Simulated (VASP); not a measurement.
**CdS: single point with PBE-based screened hybrid with 20 % exact exchange**

Crystal: CdS.

```
CELL_PARAMETERS angstrom
4.15000 0.00000 0.00000
-2.07500 3.59401 0.00000
0.00000 0.00000 6.73700
ATOMIC_POSITIONS crystal
Cd 0.66667 0.33333 0.50000
Cd 0.33333 0.66667 0.00000
S 0.66667 0.33333 0.87500
S 0.33333 0.66667 0.37500
```

```yaml
Program: VASP 6.6.1
Task: single point
Functional: PBE-based screened hybrid with 20 % exact exchange
Potentials_or_basis: VASP PAW PBE potentials, release 64 (Cd, S)
Cutoff: 520 eV
k_mesh: 4 × 4 × 2
Occupations: fermi-dirac, width 0.05 eV
Spin: no spin polarisation
```

| Quantity | Value |
| --- | --- |
| Pressure | 1.5 GPa |
| Largest force | 0.061 eV/Å |
| Band gap on the k mesh | 2.03 eV |

Forces on the atoms (eV/Å):
```
Cd   0.000  0.000 -0.061
Cd   0.000  0.000 -0.061
S    0.000  0.000  0.061
S    0.000  0.000  0.061
```

Stress tensor (GPa, compression positive):
```
1.34 0.00 0.00
0.00 1.34 0.00
0.00 0.00 1.73
```

Levels at points of the mesh, in eV from the valence-band top:
| k point | band 15 | band 16 | band 17 | band 18 | band 19 | band 20 | band 21 | band 22 |
| --- | --- | --- | --- | --- | --- | --- | --- | --- |
| (0.00, 0.00, 0.00) | -0.81 | -0.04 | 0.00 | 0.00 | 2.03 | 3.67 | 7.41 | 7.41 |
| (0.50, 0.00, 0.00) | -2.77 | -1.96 | -1.35 | -0.77 | 4.63 | 4.73 | 5.91 | 7.43 |
| (0.00, 0.00, 0.50) | -0.42 | -0.42 | -0.42 | -0.42 | 3.72 | 3.72 | 7.12 | 7.12 |
| (0.50, 0.00, 0.50) | -1.40 | -1.40 | -1.38 | -1.38 | 4.32 | 4.32 | 6.29 | 6.29 |

Run time: 22 min on 1 thread of Oxide Virtual Turin-like Processor, on a shared host, peak memory 0.31 GiB.

Caveat: the k points lie up to 0.47 Å⁻¹ apart; the PAW data sets were made with another functional, which shifts forces and pressure a little.
